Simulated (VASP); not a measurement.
Wanted: the native input for a VASP 6.6.1 run.

- Task: single point
- Functional: PBEsol
- Potentials or basis: VASP PAW PBE potentials, release 64 (Au)
- Cutoff: 500 eV
- k mesh: 9 × 9 × 9
- Occupations: gaussian, width 0.05 eV
- Spin: no spin polarisation
- Dipole correction: no
- Further INCAR settings: ALGO = Normal; EDIFF = 1e-06; NBANDS = 12

The structure of Au lies in POSCAR:

```
Au
1.0
   -1.6572690000      1.6572690000      1.6572690000
    1.6572690000     -1.6572690000      1.6572690000
    1.6572690000      1.6572690000     -1.6572690000
Au
1
Direct
    0.0000000000      0.0000000000      0.0000000000
```

One way to write it, as run:

INCAR

```
PREC = Accurate
ENCUT = 500
EDIFF = 1E-6
ISMEAR = 0
SIGMA = 0.05
LREAL = False
LASPH = True
NELM = 120
ALGO = Normal
ISIF = 2
LWAVE = False
LCHARG = False
GGA = PS
NBANDS = 12
GGA_COMPAT = False
```

KPOINTS

```
regular mesh
0
Gamma
  9 9 9
```

Potentials or basis: VASP PAW PBE potentials, release 64 (Au).

Launch:

```console
$ cat potpaw_PBE.64/Au/POTCAR > POTCAR
$ mpirun -np 1 vasp_std > vasp.out
```

It gave:

* Pressure: -8.8 GPa

Caveat: the PAW data sets were made with another functional, which shifts forces and pressure a little.

Wall time 8.2 s on 1 thread of Intel Xeon 8259CL, on a shared host, peak memory 0.14 GiB.
